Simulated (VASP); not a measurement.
Write the native input for VASP 6.6.1 that does the following.

```
Task                   : relaxation of cell and atoms
Functional             : PBE
Potentials or basis    : VASP PAW PBE potentials, release 64 (Se, S)
Cutoff                 : 600 eV
k mesh                 : 12 × 12 × 8
Occupations            : gaussian, width 0.1 eV
Spin                   : no spin polarisation
Dipole correction      : no
Further INCAR settings : ALGO = Normal; EDIFF = 1e-06; IBRION = 2; EDIFFG = -0.01; NSW = 100; ISIF = 3
```

The structure of Se3S2 lies in POSCAR:

```
Se3S2
1.0
    4.9153018989      0.0000000000      0.0000000000
   -2.4576509495      4.2567763118      0.0000000000
    0.0000000000      0.0000000000      5.1232647862
Se S
3 2
Direct
    0.0000000000      0.0000000000      0.0000000000
    0.3333333333      0.6666666667      0.5000000000
    0.6666666667      0.3333333333      0.5000000000
    0.3333333333      0.6666666667      0.0000000000
    0.6666666667      0.3333333333      0.0000000000
```

The input as run:

INCAR

```
  PREC = Accurate
  ENCUT = 600
  EDIFF = 1E-6
  ISMEAR = 0
  SIGMA = 0.1
  LREAL = F
  LASPH = T
  NELM = 100
  ALGO = Normal
  ISIF = 3
  LWAVE = F
  LCHARG = F
  GGA = PE
  IBRION = 2
  NSW = 100
  EDIFFG = -0.01
```

KPOINTS

```
regular mesh
0
Gamma
  12 12 8
```

Potentials or basis: VASP PAW PBE potentials, release 64 (Se, S).

Launch:

```console
$ cat potpaw_PBE.64/Se/POTCAR potpaw_PBE.64/S/POTCAR > POTCAR
$ mpirun -np 1 vasp_std > vasp.out
```

It gave:

```json
{
  "Relaxed volume": "21.28 Å³/atom",
  "Relaxed cell": "a = 4.881 Å, b = 4.881 Å, c = 5.159 Å, α = 90.00°, β = 90.00°, γ = 120.00°",
  "Space group after relaxing (to 0.1 Å)": "P6/mmm (No. 191)",
  "Energy gained by relaxing": "0.8 meV/atom",
  "Ionic steps": "6",
  "Pressure after relaxing": "-0.1 GPa",
  "Band gap on the k mesh": "zero (bands 15 and 16 overlap by 1.66 eV)"
}
```

Wall time 5.4 min on 1 thread of AMD EPYC 9R45 96-Core Processor (Zen 5), on a shared host, peak memory 0.37 GiB.
